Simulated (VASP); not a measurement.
# HfO2 (R-3m) in VASP: notebook

Runs on HfO2. Level: PBEsol. Tasks: single point.

All numbers are computed with VASP 6.6.1; they aren't measurements. Logs are shortened: lines on timing, memory, paths and dates and some standing lists are left out, and cuts for length are marked.

### 1 The cell of the first run

Symmetry: R-3m, No. 166, trigonal system. The conventional cell has a = 3.696 Å, b = 3.696 Å, c = 8.354 Å, α = 90.00°, β = 90.00°, γ = 120.00°. Hf (site symmetry -3m) has 8 O at 2.09 to 2.24 Å within 2.8 Å. Within 2.8 Å of O (site symmetry 3m) lie 4 Hf at 2.09 to 2.24 Å and 6 O at 2.55 Å.

### 2 Single point, PBEsol

INCAR

```
SYSTEM = HfO2
ALGO     = Normal         ! electronic algorithm
EDIFF    = 1E-6           ! SCF threshold, eV
ENCUT    = 520            ! plane-wave cutoff, eV
GGA      = PS             ! functional
ISIF     = 2              ! what is computed and relaxed
ISMEAR   = 0              ! smearing method
LASPH    = .True.         ! aspherical terms in the spheres
LCHARG   = .True.         ! write CHGCAR
LELF     = .True.         ! ELF
LREAL    = .False.        ! projectors in reciprocal space
LVHAR    = .True.       
LWAVE    = .False.        ! write WAVECAR
NBANDS   = 18             ! bands
NELM     = 60             ! most SCF steps
PREC     = Accurate       ! precision mode
SIGMA    = 0.05           ! smearing width, eV
```

KPOINTS

```
k-points
0
Gamma
  8 8 8
  0 0 0
```

POSCAR

```
HfO2
1.0
   -0.1344997196      2.4788368018      2.4788368018
    2.4788368018     -0.1344997196      2.4788368018
    2.4788368018      2.4788368018     -0.1344997196
Hf O
1 2
Direct
    0.0000000000      0.0000000000      0.0000000000
    0.2500000000      0.2500000000      0.2500000000
    0.7500000000      0.7500000000      0.7500000000
```

Potentials or basis: VASP PAW PBE potentials, release 64 (Hf_pv, O).

Started as:

```sh
$ cat potpaw_PBE.64/Hf_pv/POTCAR potpaw_PBE.64/O/POTCAR > POTCAR
$ mpirun -np 1 vasp_std > vasp.out
```

OUTCAR:

```text
SYSTEM = HfO2
   EDIFF = 1E-6
   ENCUT = 520
   GGA = PS
   ISIF = 2
   ISMEAR = 0
   LASPH = .True.
   LREAL = .False.
   NELM = 60
   PREC = Accurate

 ion  position               nearest neighbor table
   1  0.000  0.000  0.000-   2 2.09   3 2.09   3 2.24   3 2.24   3 2.24   2 2.24   2 2.24   2 2.24

   2  0.250  0.250  0.250-   1 2.09   1 2.24   1 2.24   1 2.24
   3  0.750  0.750  0.750-   1 2.09   1 2.24   1 2.24   1 2.24

  LATTYP: Found a trigonal (rhomboedric) cell.
 ALAT       =     3.5081838541
 COS(alpha) =     0.4450856131

  Lattice vectors:

 A1 = (  -0.1344997196,   2.4788368018,   2.4788368018)
 A2 = (   2.4788368018,  -0.1344997196,   2.4788368018)
 A3 = (   2.4788368018,   2.4788368018,  -0.1344997196)

Analysis of symmetry for initial positions (statically):
=====================================================================
 Subroutine PRICEL returns:
 Original cell was already a primitive cell.

 Routine SETGRP: Setting up the symmetry group for a
 trigonal (rhombohedral) supercell.

 Subroutine GETGRP returns: Found 12 space group operations
 (whereof 12 operations were pure point group operations)
 out of a pool of 12 trial point group operations.

The static configuration has the point symmetry D_3d.

Analysis of symmetry for dynamics (positions and initial velocities):
=====================================================================
 Subroutine PRICEL returns:
 Original cell was already a primitive cell.

 Routine SETGRP: Setting up the symmetry group for a
 trigonal (rhombohedral) supercell.

 Subroutine GETGRP returns: Found 12 space group operations
 (whereof 12 operations were pure point group operations)
 out of a pool of 12 trial point group operations.

The dynamic configuration has the point symmetry D_3d.

 Subroutine INISYM returns: Found 12 space group operations
 (whereof 12 operations are pure point group operations),
 and found     1 'primitive' translations

----------------------------------------------------------------------------------------

                                     Primitive cell

  volume of cell :      32.9400

  direct lattice vectors                    reciprocal lattice vectors
    -0.134499720  2.478836802  2.478836802    -0.185990945  0.196661650  0.196661650
     2.478836802 -0.134499720  2.478836802     0.196661650 -0.185990945  0.196661650
     2.478836802  2.478836802 -0.134499720     0.196661650  0.196661650 -0.185990945

  length of vectors
     3.508183854  3.508183854  3.508183854     0.334580694  0.334580694  0.334580694

  position of ions in fractional coordinates (direct lattice)
     0.000000000  0.000000000  0.000000000
     0.250000000  0.250000000  0.250000000
     0.750000000  0.750000000  0.750000000

  ion indices of the primitive-cell ions
   primitive index   ion index
                 1           1
                 2           2
                 3           3

----------------------------------------------------------------------------------------

 KPOINTS: k-points

Automatic generation of k-mesh.
 Grid dimensions read from file:
 generate k-points for:    8    8    8

 Generating k-lattice:

  Cartesian coordinates                     Fractional coordinates (reciprocal lattice)
    -0.023248868  0.024582706  0.024582706     0.125000000 -0.000000000 -0.000000000
     0.024582706 -0.023248868  0.024582706    -0.000000000  0.125000000 -0.000000000
     0.024582706  0.024582706 -0.023248868    -0.000000000 -0.000000000  0.125000000

  Length of vectors
     0.041822587  0.041822587  0.041822587

  Shift w.r.t. Gamma in fractional coordinates (k-lattice)
     0.000000000  0.000000000  0.000000000

 Subroutine IBZKPT returns following result:
 ===========================================

 Found     65 irreducible k-points:

 Following reciprocal coordinates:
            Coordinates               Weight
  0.000000  0.000000  0.000000      1.000000
  0.125000  0.000000 -0.000000      6.000000
  0.250000  0.000000 -0.000000      6.000000
  0.375000  0.000000  0.000000      6.000000
  0.500000  0.000000 -0.000000      3.000000
  0.125000  0.125000 -0.000000      6.000000
[... 16 lines left out ...]
  0.250000  0.125000  0.125000      6.000000
  0.375000  0.125000  0.125000      6.000000
 [... further k-points ...]
   k-points           NKPTS =     65   k-points in BZ     NKDIM =     65   number of bands    NBANDS=     18
   number of dos      NEDOS =    301   number of ions     NIONS =      3
   total plane-waves  NPLWV =  21952
   dimension x,y,z NGX =    28 NGY =   28 NGZ =   28
   dimension x,y,z NGXF=    56 NGYF=   56 NGZF=   56
   ions per type =               1   2
   NGX,Y,Z   is equivalent  to a cutoff of  13.27, 13.27, 13.27 a.u.
   NGXF,Y,Z  is equivalent  to a cutoff of  26.54, 26.54, 26.54 a.u.
 SYSTEM =  HfO2
   PREC   = accura    normal or accurate (medium, high low for compatibility)
   ISTART =      0    job   : 0-new  1-cont  2-samecut
   ICHARG =      2    charge: 1-file 2-atom 10-const
   ISPIN  =      1    spin polarized calculation?
   LNONCOLLINEAR =      F non collinear calculations
   LSORBIT =      F    spin-orbit coupling
   LASPH  =      T    aspherical Exc in radial PAW
   ENCUT  =  520.0 eV  38.22 Ry    6.18 a.u.   6.52  6.52  6.52*2*pi/ulx,y,z
   NELM   =     60;   NELMIN=  2; NELMDL= -5     # of ELM steps
   EDIFF  = 0.1E-05   stopping-criterion for ELM
   LREAL  =      F    real-space projection
   EDIFFG = 0.1E-04   stopping-criterion for IOM
   NSW    =      0    number of steps for IOM
   IBRION =     -1    ionic relax: 0-MD 1-quasi-New 2-CG
   NFREE  =      0    steps in history (QN), initial steepest desc. (CG)
   ISIF   =      2    stress and relaxation
   ISYM   =      2    0-nonsym 1-usesym 2-fastsym
   POTIM  = 0.5000    time-step for ionic-motion
   TEBEG  =    0.0;   TEEND  =   0.0 temperature during run
   PSTRESS=    0.0 pullay stress
   NELECT =      22.0000    total number of electrons
   NUPDOWN=      -1.0000    fix difference up-down
   EMIN   =  10.00;   EMAX   =-10.00  energy-range for DOS
   EFERMI =   0.00;   METHOD = LEGACY
   ISMEAR =     0;   SIGMA  =   0.05  broadening in eV -4-tet -1-fermi 0-gaus
   EFERMI_NEDOS =   21; number of points for ismear=-14 and -15
   IALGO  =     38    algorithm
   IMIX   =      4    mixing-type and parameters
     AMIX     =   0.40;   BMIX     =  1.00
     AMIX_MAG =   1.60;   BMIX_MAG =  1.00
  volume/ion in A,a.u.               =      10.98        74.10
  Fermi-wavevector in a.u.,A,eV,Ry     =   1.431005  2.704208 27.861680  2.047776
  Thomas-Fermi vector in A             =   2.550789
   LORBIT       =      0    0 simple, 1 ext, 2 COOP (PROOUT), +10 PAW based schemes
   GGA     = PS    functional components
   LHFCALC =     F    Hartree Fock is set to
   AEXX    =    0.0000 exact exchange contribution
   IVDW    =     0    specifies the selected vdW correction
   LEPSILON=     F    determine dielectric tensor
   LRPA    =     F    only Hartree local field effects (RPA)
 non-spin polarized calculation
 Gauss-broadening in eV      SIGMA  =   0.05
  energy-cutoff  :      520.00
  volume of cell :       32.94
 maximum number of plane-waves:       898
 NGX is ok and might be reduce to    28

 number of electron      21.9999996 magnetization

 Free energy of the ion-electron system (eV)
  ---------------------------------------------------
  ext. energy  EPLUGINS =         0.00000000
  ---------------------------------------------------
  free energy    TOTEN  =       -31.50768538 eV

  energy without entropy =      -31.50768538  energy(sigma->0) =      -31.50768538

 E-fermi :   4.3376     XC(G=0): -12.0426

 val. band max:        3.9950062301   @ k =   0.5000   0.5000  -0.0000
 cond. band min:       7.7082233501   @ k =   0.5000   0.5000  -0.0000
 fundamental gap:      3.7132171201
 Fermi energy:         4.3376322792

 k-point     1 :       0.0000    0.0000    0.0000
  band No.  band energies     occupation
      1     -25.6357      2.00000
      2     -25.6357      2.00000
      3     -25.6254      2.00000
      4     -14.6084      2.00000
      5     -11.5465      2.00000
      6      -1.3761      2.00000
[... 10 lines left out ...]
     17      15.0190      0.00000
     18      17.2696      0.00000

 k-point     2 :       0.1250    0.0000   -0.0000
  band No.  band energies     occupation
      1     -25.6978      2.00000
      2     -25.6401      2.00000
      3     -25.6335      2.00000
      4     -14.4170      2.00000
      5     -11.7023      2.00000
      6      -1.2382      2.00000
[... 10 lines left out ...]
     17      14.5893      0.00000
     18      17.2079      0.00000

 k-point     3 :       0.2500    0.0000   -0.0000
  band No.  band energies     occupation
      1     -25.8475      2.00000
      2     -25.6507      2.00000
      3     -25.6475      2.00000
      4     -13.9582      2.00000
      5     -12.0270      2.00000
      6      -0.8914      2.00000
[... 10 lines left out ...]
     17      14.0638      0.00000
     18      16.5576      0.00000

 k-point     4 :       0.3750    0.0000    0.0000
  band No.  band energies     occupation
      1     -25.9903      2.00000
      2     -25.6613      2.00000
      3     -25.6612      2.00000
      4     -13.5355      2.00000
      5     -12.2518      2.00000
      6      -0.5301      2.00000
[... 10 lines left out ...]
     17      13.7227      0.00000
     18      16.0872      0.00000

 k-point     5 :       0.5000    0.0000   -0.0000
  band No.  band energies     occupation
      1     -26.0476      2.00000
      2     -25.6669      2.00000
      3     -25.6655      2.00000
      4     -13.3959      2.00000
      5     -12.2909      2.00000
      6      -0.3803      2.00000
[... 10 lines left out ...]
     17      13.7351      0.00000
     18      16.2782      0.00000

 k-point     6 :       0.1250    0.1250   -0.0000
  band No.  band energies     occupation
      1     -25.7057      2.00000
      2     -25.6555      2.00000
      3     -25.6441      2.00000
      4     -14.3253      2.00000
      5     -11.7784      2.00000
      6      -1.2028      2.00000
[... 10 lines left out ...]
     17      14.4418      0.00000
     18      17.2493      0.00000

 k-point     7 :       0.2500    0.1250   -0.0000
  band No.  band energies     occupation
      1     -25.8264      2.00000
      2     -25.6671      2.00000
      3     -25.6582      2.00000
      4     -13.9253      2.00000
      5     -12.0627      2.00000
      6      -0.9202      2.00000
[... 10 lines left out ...]
     17      14.1252      0.00000
     18      16.9145      0.00000

 k-point     8 :       0.3750    0.1250   -0.0000
  band No.  band energies     occupation
      1     -25.9629      2.00000
      2     -25.6856      2.00000
      3     -25.6713      2.00000
      4     -13.4688      2.00000
      5     -12.3168      2.00000
      6      -0.6157      2.00000
[... 10 lines left out ...]
     17      14.0973      0.00000
     18      16.3172      0.00000
[... 229 lines left out ...]
     17      15.9358      0.00000
     18      17.4583      0.00000

 k-point    20 :      -0.3750    0.3750    0.0000
  band No.  band energies     occupation
      1     -26.0170      2.00000
      2     -25.8419      2.00000
      3     -25.7034      2.00000
      4     -12.8831      2.00000
      5     -12.4595      2.00000
      6      -1.8776      2.00000
[... 10 lines left out ...]
     17      16.4802      0.00000
     18      17.3739      0.00000

 k-point    21 :       0.5000    0.5000   -0.0000
  band No.  band energies     occupation
      1     -26.1010      2.00000
      2     -25.7696      2.00000
      3     -25.7215      2.00000
      4     -12.8769      2.00000
      5     -12.4163      2.00000
      6      -2.4680      2.00000
[... 10 lines left out ...]
     17      16.7855      0.00000
     18      17.4241      0.00000

 k-point    22 :       0.1250    0.1250    0.1250
  band No.  band energies     occupation
      1     -25.7060      2.00000
      2     -25.6464      2.00000
      3     -25.6464      2.00000
      4     -14.3444      2.00000
      5     -11.7727      2.00000
      6      -1.1896      2.00000
[... 10 lines left out ...]
     17      14.6356      0.00000
     18      17.5068      0.00000

 k-point    23 :       0.2500    0.1250    0.1250
  band No.  band energies     occupation
      1     -25.8051      2.00000
      2     -25.6654      2.00000
      3     -25.6475      2.00000
      4     -14.0215      2.00000
      5     -12.0130      2.00000
      6      -0.9969      2.00000
[... 10 lines left out ...]
     17      14.4061      0.00000
     18      17.0473      0.00000

 k-point    24 :       0.3750    0.1250    0.1250
  band No.  band energies     occupation
      1     -25.9368      2.00000
      2     -25.6926      2.00000
      3     -25.6581      2.00000
      4     -13.5411      2.00000
      5     -12.3090      2.00000
      6      -0.7483      2.00000
[... 10 lines left out ...]
     17      14.4842      0.00000
     18      16.3357      0.00000

 [... further k-points ...]

------------------------ aborting loop because EDIFF is reached ----------------------------------------

  FORCE on cell =-STRESS in cart. coord.  units (eV):
  Direction    XX          YY          ZZ          XY          YZ          ZX
  --------------------------------------------------------------------------------------
  -------------------------------------------------------------------------------------
  Total       -1.6366243     -1.6366243     -1.6366243      1.2081353      1.2081353      1.2081353
  in kB      -79.6042005    -79.6042005    -79.6042005     58.7628124     58.7628124     58.7628124
  external PRESSURE =     -79.6042005 kB  Pullay stress =       0.0000000 kB

 VOLUME and BASIS-vectors are now :
 -----------------------------------------------------------------------------
  energy-cutoff  :      520.00
  volume of cell :       32.94
      direct lattice vectors                 reciprocal lattice vectors
    -0.134499720  2.478836802  2.478836802    -0.185990945  0.196661650  0.196661650
     2.478836802 -0.134499720  2.478836802     0.196661650 -0.185990945  0.196661650
     2.478836802  2.478836802 -0.134499720     0.196661650  0.196661650 -0.185990945

 POSITION                                       TOTAL-FORCE (eV/Angst)
 -----------------------------------------------------------------------------------
      0.00000      0.00000      0.00000        -0.000000      0.000000     -0.000000
      1.20579      1.20579      1.20579         0.457534      0.457534      0.457534
      3.61738      3.61738      3.61738        -0.457534     -0.457534     -0.457534
 -----------------------------------------------------------------------------------
    total drift:                                0.000000      0.000000      0.000000

  FREE ENERGIE OF THE ION-ELECTRON SYSTEM (eV)
  ---------------------------------------------------
  free  energy   TOTEN  =       -31.5076853772 eV

  energy  without entropy=      -31.5076853772  energy(sigma->0) =      -31.50768538
```

Wall time 33 s (1 thread of AMD EPYC 7R43 (Zen 3), shared host); peak memory 0.14 GiB.

What came out:

* Free energy: -31.5077 eV
* Pressure: -8.0 GPa
* Largest force: 0.792 eV/Å
* Band gap on the k mesh: 3.71 eV, direct

Forces on the atoms (eV/Å):
```
Hf   0.000  0.000  0.000
O    0.458  0.458  0.458
O   -0.458 -0.458 -0.458
```

Caveat: the PAW data sets were made with another functional, which shifts forces and pressure a little; spin-orbit coupling is left out, which moves the levels of the heavy elements.

### 3 Single point, PBEsol

This run uses another cell than the first one, of the same volume but with other edges.

INCAR

```
SYSTEM = HfO2
PREC     = Accurate       ! precision mode
ENCUT    = 520            ! plane-wave cutoff, eV
EDIFF    = 1E-6           ! SCF threshold, eV
ISMEAR   = 0              ! smearing method
SIGMA    = 0.05           ! smearing width, eV
LREAL    = .FALSE.        ! projectors in reciprocal space
LASPH    = .TRUE.         ! aspherical terms in the spheres
NELM     = 100            ! most SCF steps
ALGO     = Normal         ! electronic algorithm
ISIF     = 2              ! what is computed and relaxed
LWAVE    = .FALSE.        ! write WAVECAR
LCHARG   = .FALSE.        ! write CHGCAR
GGA      = PS             ! functional
NBANDS   = 18             ! bands
```

KPOINTS

```
regular mesh
0
G
  8 8 8
  0 0 0
```

POSCAR

```
HfO2
1.0
    0.1382172902      2.6152296593      2.6152296593
    2.6152296593      0.1382172902      2.6152296593
    2.6152296593      2.6152296593      0.1382172902
Hf O
1 2
Direct
    0.0000000000      0.0000000000      0.0000000000
    0.2500000000      0.2500000000      0.2500000000
    0.7500000000      0.7500000000      0.7500000000
```

Potentials or basis: VASP PAW PBE potentials, release 64 (Hf_pv, O).

Started as:

```sh
$ cat potpaw_PBE.64/Hf_pv/POTCAR potpaw_PBE.64/O/POTCAR > POTCAR
$ mpirun -np 1 vasp_std > vasp.out
```

Wall time 32 s (1 thread of AMD EPYC 7R43 (Zen 3), shared host); peak memory 0.14 GiB.

It converged, with:

| Quantity | Value |
| --- | --- |
| Free energy | -31.5354 eV |
| Pressure | -8.4 GPa |
| Largest force | 0.356 eV/Å |
| Band gap on the k mesh | 3.70 eV, direct |

Forces on the atoms (eV/Å):
```
Hf   0.000  0.000  0.000
O   -0.206 -0.206 -0.206
O    0.206  0.206  0.206
```

Stress tensor (GPa, compression positive):
```
-8.36 -3.32 -3.32
-3.32 -8.36 -3.32
-3.32 -3.32 -8.36
```

Levels at points of the mesh, in eV from the valence-band top:
```csv
k point,band 7,band 8,band 9,band 10,band 11,band 12,band 13,band 14,band 15,band 16
"(0.00, 0.00, 0.00)",-5.26,-5.26,-0.63,-0.63,-0.48,3.82,3.82,5.57,9.79,10.59
"(0.50, 0.00, 0.00)",-4.21,-3.19,-2.69,-1.92,-1.73,4.41,4.84,7.08,8.74,8.87
"(0.50, 0.50, 0.00)",-3.61,-3.23,-1.88,-1.17,0.00,3.70,5.48,6.16,7.96,8.63
"(0.50, 0.50, 0.50)",-4.40,-2.84,-2.76,-1.71,-1.71,4.40,4.40,6.10,8.91,9.68
```

Caveat: the PAW data sets were made with another functional, which shifts forces and pressure a little; spin-orbit coupling is left out, which moves the levels of the heavy elements. A hybrid or GW would open this gap; PBEsol tends to underestimate it.

(Continued in part 2 of 3.)
